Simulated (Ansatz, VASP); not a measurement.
## Two plane-wave programs on KF

File INCAR:

```
  ALGO = Normal
  EDIFF = 1E-6
  ENCUT = 520
  GGA = RP
  ISIF = 2
  ISMEAR = 0
  LASPH = True
  LCHARG = True
  LELF = True
  LREAL = False
  LVHAR = True
  LWAVE = False
  NBANDS = 15
  NELM = 60
  PREC = Accurate
  SIGMA = 0.05
```

Contents of KPOINTS:

```
k-points
0
Gamma
  8 8 8
```

Contents of POSCAR:

```
KF
1.0
    0.0000000000      2.7931876960      2.7931876960
    2.7931876960      0.0000000000      2.7931876960
    2.7931876960      2.7931876960      0.0000000000
K F
1 1
Direct
    0.0000000000      0.0000000000      0.0000000000
    0.5000000000      0.5000000000      0.5000000000
```

Input for Ansatz:

```yaml
crystal:
  lattice:
    - [0.0, 2.793187696, 2.793187696]
    - [2.793187696, 0.0, 2.793187696]
    - [2.793187696, 2.793187696, 0.0]
  atoms:
    - { symbol: K, position: [0.0, 0.0, 0.0] }
    - { symbol: F, position: [0.5, 0.5, 0.5] }
basis:
  ecutwfc: 420
  ecutrho_ratio: 4
kpoints:
  mp_grid: { grid: [8, 8, 8] }
hamiltonian:
  xc: rpbe
scf:
  occupations: { method: gaussian, width: 0.05 }
output:
  forces: true
  stress: true
  eigenvalues: true
```

Alike in both runs: task single point; functional RPBE; k mesh 8 × 8 × 8; occupations gaussian, width 0.05 eV; no spin polarisation.

```csv
,VASP,Ansatz
version,VASP 6.6.1,Ansatz 0.2.0
potentials or method,"VASP PAW PBE potentials, release 64 (K_sv, F), cutoff 520 eV","scalar-relativistic, plane waves, PAW"
valence electrons in the cell,16,16
```

```tsv
	VASP	Ansatz	Ansatz less VASP
gap on the k mesh at the Fermi level (eV)	5.82	5.83	+0.010
least direct gap on the mesh (eV)	5.82	5.83	+0.010
pressure (GPa)	-0.1	0.0	+0.03
```

VASP's potentials were made for PBE, not for RPBE.
